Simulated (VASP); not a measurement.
A run of VASP 6.6.1 is set up as follows.

The input INCAR:

```
SYSTEM = ZrTi3N4
PREC = Accurate ; ENCUT = 520
EDIFF = 1E-6 ; ISMEAR = 0
SIGMA = 0.1 ; LREAL = .False.
LASPH = .True. ; NELM = 150
ALGO = Normal ; ISIF = 2
LWAVE = .False. ; LCHARG = .False.
ISPIN = 2 ; MAGMOM = 0 1 1 1 0 0 0 0
LORBIT = 11 ; LMAXMIX = 4
GGA = PE ; NBANDS = 48
```

KPOINTS

```
regular mesh
0
Gamma
  6 6 2
  0 0 0
```

Contents of POSCAR:

```
ZrTi3N4
1.0
    3.0846906000      0.0000000000      0.0000000000
    0.0000000000      3.0846906000      0.0000000000
    0.0000000000      0.0000000000      8.6891480000
Zr Ti N
1 3 4
Direct
    0.0000000000      0.0000000000      0.0000000000
    0.0000000000      0.0000000000      0.5000000000
    0.5000000000      0.5000000000      0.2625930000
    0.5000000000      0.5000000000      0.7374070000
    0.0000000000      0.0000000000      0.7417020000
    0.5000000000      0.5000000000      0.5000000000
    0.0000000000      0.0000000000      0.2582980000
    0.5000000000      0.5000000000      0.0000000000
```

Potentials or basis: VASP PAW PBE potentials, release 64 (Zr_sv, Ti_sv, N).

The run is started by

```sh
$ cat potpaw_PBE.64/Zr_sv/POTCAR potpaw_PBE.64/Ti_sv/POTCAR potpaw_PBE.64/N/POTCAR > POTCAR
$ mpirun -np 1 vasp_std > vasp.out
```

**Question.** What does it give for the net moment?

**Answer.** 0.00 μB per cell.

**Question.** What does it give for the band gap on the k mesh?

**Answer.** Zero (filled and empty bands overlap).

**Question.** What does it give for the pressure?

**Answer.** 0.4 GPa.

Stress tensor (GPa, compression positive):
```
-0.02  0.00  0.00
 0.00 -0.02  0.00
 0.00  0.00  1.24
```

Caveat: the k points lie up to 0.36 Å⁻¹ apart, too coarse for converged energies and pressures of a metal.
